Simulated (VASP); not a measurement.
# C (Fmmm) in VASP: single point with r2SCAN

Aim: the single point of C with r2SCAN.

All numbers are computed with VASP 6.6.1; they aren't measurements. Logs are shortened: lines on timing, memory, paths and dates and some standing lists are left out, and cuts for length are marked.

### 1 The cell of the first run

The structure is orthorhombic, space group Fmmm (No. 69). The conventional cell has a = 2.456 Å, b = 4.254 Å, c = 7.124 Å, α = 90.00°, β = 90.00°, γ = 90.00°. C (site symmetry m2m) has 3 C at 1.42 Å within 1.9 Å.

### 2 Single point, r2SCAN

Contents of POSCAR:

```
C
1.0
    0.0000000000      2.1267565393      3.5617636578
    1.2279212043      0.0000000000      3.5617636578
    1.2279212043      2.1267565393      0.0000000000
C
2
Direct
    0.1667039277      0.8332960723      0.1667039277
    0.8332960723      0.1667039277      0.8332960723
```

Contents of INCAR.step1:

```
PREC     = Accurate       # precision mode
ENCUT    = 520            # plane-wave cutoff, eV
ISMEAR   = 0              # smearing method
SIGMA    = 0.05           # smearing width, eV
LREAL    = F              # projectors in reciprocal space
LASPH    = T              # aspherical terms in the spheres
NELM     = 80             # most SCF steps
NBANDS   = 11             # bands
GGA      = PE             # functional
ALGO     = Normal         # electronic algorithm
EDIFF    = 1E-4           # SCF threshold, eV
LWAVE    = T              # write WAVECAR
LCHARG   = F              # write CHGCAR
```

Contents of INCAR.step2:

```
PREC     = Accurate       # precision mode
ENCUT    = 520            # plane-wave cutoff, eV
EDIFF    = 1E-6           # SCF threshold, eV
ISMEAR   = 0              # smearing method
SIGMA    = 0.05           # smearing width, eV
LREAL    = F              # projectors in reciprocal space
LASPH    = T              # aspherical terms in the spheres
NELM     = 80             # most SCF steps
ALGO     = Normal         # electronic algorithm
ISIF     = 2              # what is computed and relaxed
LWAVE    = F              # write WAVECAR
LCHARG   = F              # write CHGCAR
METAGGA  = R2SCAN         # meta-GGA
LMIXTAU  = T            
NBANDS   = 11             # bands
ISTART   = 1
```

Contents of KPOINTS:

```
Automatic mesh
0
Gamma
  14 14 14
```

Potentials or basis: VASP PAW PBE potentials, release 64 (C).

The run is started by

```console
$ cat potpaw_PBE.64/C/POTCAR > POTCAR
$ cp INCAR.step1 INCAR
$ mpirun -np 1 vasp_std > vasp.out
$ cp INCAR.step2 INCAR
$ mpirun -np 1 vasp_std > vasp.out
```

OUTCAR:

```text
PREC = Accurate
   ENCUT = 520
   EDIFF = 1E-6
   ISMEAR = 0
   LREAL = F
   LASPH = T
   NELM = 80
   ISIF = 2
   METAGGA = R2SCAN
   ISTART = 1

 ion  position               nearest neighbor table
   1  0.167  0.833  0.167-   2 1.42   2 1.42   2 1.42
   2  0.833  0.167  0.833-   1 1.42   1 1.42   1 1.42

  LATTYP: Found a face centered orthorhombic cell.
 ALAT       =     2.4558424086
 B/A-ratio  =     1.7319975678
 C/A-ratio  =     2.9006451272

  Lattice vectors:

 A1 = (   0.0000000000,   2.1267565393,   3.5617636578)
 A2 = (   1.2279212043,   0.0000000000,   3.5617636578)
 A3 = (   1.2279212043,   2.1267565393,   0.0000000000)

Analysis of symmetry for initial positions (statically):
=====================================================================
 Subroutine PRICEL returns:
 Original cell was already a primitive cell.

 Routine SETGRP: Setting up the symmetry group for a
 face centered orthorhombic supercell.

 Subroutine GETGRP returns: Found  8 space group operations
 (whereof  8 operations were pure point group operations)
 out of a pool of  8 trial point group operations.

The static configuration has the point symmetry D_2h.

Analysis of symmetry for dynamics (positions and initial velocities):
=====================================================================
 Subroutine PRICEL returns:
 Original cell was already a primitive cell.

 Routine SETGRP: Setting up the symmetry group for a
 face centered orthorhombic supercell.

 Subroutine GETGRP returns: Found  8 space group operations
 (whereof  8 operations were pure point group operations)
 out of a pool of  8 trial point group operations.

The dynamic configuration has the point symmetry D_2h.

 Subroutine INISYM returns: Found  8 space group operations
 (whereof  8 operations are pure point group operations),
 and found     1 'primitive' translations

----------------------------------------------------------------------------------------

                                     Primitive cell

  volume of cell :      18.6030

  direct lattice vectors                    reciprocal lattice vectors
     0.000000000  2.126756539  3.561763658    -0.407192252  0.235099783  0.140379893
     1.227921204  0.000000000  3.561763658     0.407192252 -0.235099783  0.140379893
     1.227921204  2.126756539  0.000000000     0.407192252  0.235099783 -0.140379893

  length of vectors
     4.148403757  3.767486010  2.455785793     0.490697414  0.490697414  0.490697414

  position of ions in fractional coordinates (direct lattice)
     0.166703928  0.833296072  0.166703928
     0.833296072  0.166703928  0.833296072

  ion indices of the primitive-cell ions
   primitive index   ion index
                 1           1
                 2           2

----------------------------------------------------------------------------------------

 KPOINTS: Automatic mesh

Automatic generation of k-mesh.
 Grid dimensions read from file:
 generate k-points for:   14   14   14

 Generating k-lattice:

  Cartesian coordinates                     Fractional coordinates (reciprocal lattice)
    -0.029085161  0.016792842  0.010027135     0.071428571 -0.000000000 -0.000000000
     0.029085161 -0.016792842  0.010027135     0.000000000  0.071428571  0.000000000
     0.029085161  0.016792842 -0.010027135     0.000000000  0.000000000  0.071428571

  Length of vectors
     0.035049815  0.035049815  0.035049815

  Shift w.r.t. Gamma in fractional coordinates (k-lattice)
     0.000000000  0.000000000  0.000000000

 Subroutine IBZKPT returns following result:
 ===========================================

 Found    428 irreducible k-points:

 Following reciprocal coordinates:
            Coordinates               Weight
  0.000000  0.000000  0.000000      1.000000
  0.071429 -0.000000  0.000000      8.000000
  0.142857  0.000000  0.000000      8.000000
  0.214286 -0.000000  0.000000      8.000000
  0.285714  0.000000  0.000000      8.000000
  0.357143 -0.000000  0.000000      8.000000
[... 16 lines left out ...]
  0.214286  0.142857  0.000000      8.000000
  0.285714  0.142857  0.000000      8.000000
 [... further k-points ...]
   k-points           NKPTS =    428   k-points in BZ     NKDIM =    428   number of bands    NBANDS=     11
   number of dos      NEDOS =    301   number of ions     NIONS =      2
   total plane-waves  NPLWV =  16128
   dimension x,y,z NGX =    32 NGY =   28 NGZ =   18
   dimension x,y,z NGXF=    64 NGYF=   56 NGZF=   36
   ions per type =               2
   NGX,Y,Z   is equivalent  to a cutoff of  12.82, 12.36, 12.19 a.u.
   NGXF,Y,Z  is equivalent  to a cutoff of  25.65, 24.71, 24.37 a.u.
 SYSTEM =  unknown system
   PREC   = accura    normal or accurate (medium, high low for compatibility)
   ISTART =      1    job   : 0-new  1-cont  2-samecut
   ICHARG =      0    charge: 1-file 2-atom 10-const
   ISPIN  =      1    spin polarized calculation?
   LNONCOLLINEAR =      F non collinear calculations
   LSORBIT =      F    spin-orbit coupling
   LASPH  =      T    aspherical Exc in radial PAW
   ENCUT  =  520.0 eV  38.22 Ry    6.18 a.u.   7.71  7.01  4.57*2*pi/ulx,y,z
   NELM   =     80;   NELMIN=  2; NELMDL=  0     # of ELM steps
   EDIFF  = 0.1E-05   stopping-criterion for ELM
   LREAL  =      F    real-space projection
   EDIFFG = 0.1E-04   stopping-criterion for IOM
   NSW    =      0    number of steps for IOM
   IBRION =     -1    ionic relax: 0-MD 1-quasi-New 2-CG
   NFREE  =      0    steps in history (QN), initial steepest desc. (CG)
   ISIF   =      2    stress and relaxation
   ISYM   =      2    0-nonsym 1-usesym 2-fastsym
   POTIM  = 0.5000    time-step for ionic-motion
   TEBEG  =    0.0;   TEEND  =   0.0 temperature during run
   PSTRESS=    0.0 pullay stress
   NELECT =       8.0000    total number of electrons
   NUPDOWN=      -1.0000    fix difference up-down
   EMIN   =  10.00;   EMAX   =-10.00  energy-range for DOS
   EFERMI =   0.00;   METHOD = LEGACY
   ISMEAR =     0;   SIGMA  =   0.05  broadening in eV -4-tet -1-fermi 0-gaus
   EFERMI_NEDOS =   21; number of points for ismear=-14 and -15
   IALGO  =     38    algorithm
   IMIX   =      4    mixing-type and parameters
     AMIX     =   0.40;   BMIX     =  1.00
     AMIX_MAG =   1.60;   BMIX_MAG =  1.00
  volume/ion in A,a.u.               =       9.30        62.77
  Fermi-wavevector in a.u.,A,eV,Ry     =   1.235692  2.335120 20.775221  1.526936
  Thomas-Fermi vector in A             =   2.370331
   LORBIT       =      0    0 simple, 1 ext, 2 COOP (PROOUT), +10 PAW based schemes
   METAGGA = R2SCAN    functional components
   LHFCALC =     F    Hartree Fock is set to
   AEXX    =    0.0000 exact exchange contribution
   IVDW    =     0    specifies the selected vdW correction
   LEPSILON=     F    determine dielectric tensor
   LRPA    =     F    only Hartree local field effects (RPA)
 non-spin polarized calculation
 Gauss-broadening in eV      SIGMA  =   0.05
  energy-cutoff  :      520.00
  volume of cell :       18.60
 maximum number of plane-waves:       522
   NGX = 15   NGY = 13   NGZ =  9

 number of electron       8.0000000 magnetization

 Free energy of the ion-electron system (eV)
  ---------------------------------------------------
  ext. energy  EPLUGINS =         0.00000000
  ---------------------------------------------------
  free energy    TOTEN  =       -19.87508661 eV

  energy without entropy =      -19.87508661  energy(sigma->0) =      -19.87508661

 E-fermi :   4.3373     XC(G=0): -10.7153

 val. band max:        4.0484891207   @ k =   0.5000  -0.1429   0.3571
 cond. band min:       4.6923228439   @ k =  -0.0714   0.2857   0.2857
 fundamental gap:      0.6438337233
 Fermi energy:         4.3373415301

 k-point     1 :       0.0000    0.0000    0.0000
  band No.  band energies     occupation
      1     -16.7551      2.00000
      2      -3.1673      2.00000
      3       0.9706      2.00000
      4       0.9748      2.00000
      5       8.1132      0.00000
      6      12.8968      0.00000
      7      12.9515      0.00000
      8      16.6587      0.00000
      9      17.4937      0.00000
     10      28.1656      0.00000
     11      28.9646      0.00000

 k-point     2 :       0.0714   -0.0000    0.0000
  band No.  band energies     occupation
      1     -16.6239      2.00000
      2      -3.0403      2.00000
      3       0.4515      2.00000
      4       0.6989      2.00000
      5       8.3231      0.00000
      6      13.0076      0.00000
      7      13.4661      0.00000
      8      16.1655      0.00000
      9      17.7439      0.00000
     10      28.3919      0.00000
     11      28.5948      0.00000

 k-point     3 :       0.1429    0.0000    0.0000
  band No.  band energies     occupation
      1     -16.2319      2.00000
      2      -2.6594      2.00000
      3      -0.9115      2.00000
      4       0.0241      2.00000
      5       8.9486      0.00000
      6      13.0310      0.00000
      7      14.8189      0.00000
      8      14.9753      0.00000
      9      18.5541      0.00000
     10      26.6765      0.00000
     11      29.6585      0.00000

 k-point     4 :       0.2143   -0.0000    0.0000
  band No.  band energies     occupation
      1     -15.5831      2.00000
      2      -2.7395      2.00000
      3      -2.0266      2.00000
      4      -0.7899      2.00000
      5       9.9688      0.00000
      6      12.8471      0.00000
      7      12.9285      0.00000
      8      17.1343      0.00000
      9      19.8403      0.00000
     10      24.7318      0.00000
     11      29.3828      0.00000
[... 239 lines left out ...]
 k-point    22 :       0.1429    0.1429    0.0000
  band No.  band energies     occupation
      1     -16.7217      2.00000
      2      -3.4871      2.00000
      3       0.9710      2.00000
      4       0.9718      2.00000
      5       8.9388      0.00000
      6      12.9006      0.00000
      7      12.9394      0.00000
      8      16.6753      0.00000
      9      17.4773      0.00000
     10      27.4910      0.00000
     11      28.1027      0.00000

 k-point    23 :       0.2143    0.1429    0.0000
  band No.  band energies     occupation
      1     -16.5762      2.00000
      2      -3.4872      2.00000
      3       0.4463      2.00000
      4       0.6989      2.00000
      5       9.5210      0.00000
      6      12.9988      0.00000
      7      13.4647      0.00000
      8      16.2033      0.00000
      9      17.7139      0.00000
     10      26.6848      0.00000
     11      28.4655      0.00000

 k-point    24 :       0.2857    0.1429    0.0000
  band No.  band energies     occupation
      1     -16.1729      2.00000
      2      -3.1953      2.00000
      3      -0.9230      2.00000
      4       0.0241      2.00000
      5      10.4600      0.00000
      6      13.0261      0.00000
      7      14.8909      0.00000
      8      14.9963      0.00000
      9      18.4876      0.00000
     10      25.6791      0.00000
     11      29.1704      0.00000

 [... further k-points ...]
[... 5 lines left out ...]
  --------------------------------------------------------------------------------------
  -------------------------------------------------------------------------------------
  Total        0.1180780      0.1177478     -0.0098469      0.0000000      0.0000000      0.0000000
  in kB       10.1694216     10.1409812     -0.8480619      0.0000000      0.0000000      0.0000000
  external PRESSURE =       6.4874469 kB  Pullay stress =       0.0000000 kB

 VOLUME and BASIS-vectors are now :
 -----------------------------------------------------------------------------
  energy-cutoff  :      520.00
  volume of cell :       18.60
      direct lattice vectors                 reciprocal lattice vectors
     0.000000000  2.126756539  3.561763658    -0.407192252  0.235099783  0.140379893
     1.227921204  0.000000000  3.561763658     0.407192252 -0.235099783  0.140379893
     1.227921204  2.126756539  0.000000000     0.407192252  0.235099783 -0.140379893

 POSITION                                       TOTAL-FORCE (eV/Angst)
 -----------------------------------------------------------------------------------
      1.22792      0.70908      3.56176         0.000000     -0.000044      0.000000
      1.22792      3.54444      3.56176        -0.000000      0.000044      0.000000
 -----------------------------------------------------------------------------------
    total drift:                               -0.000000     -0.000000      0.000000

  FREE ENERGIE OF THE ION-ELECTRON SYSTEM (eV)
  ---------------------------------------------------
  free  energy   TOTEN  =       -19.8750866075 eV

  energy  without entropy=      -19.8750866075  energy(sigma->0) =      -19.87508661
```

It took 7.4 min on 1 thread of AMD EPYC 7R13, shared host; peak memory 0.2 GiB.

What came out:

* Free energy: -19.8751 eV
* Pressure: 0.6 GPa

Caveat: the PAW data sets were made with another functional, which shifts forces and pressure a little.
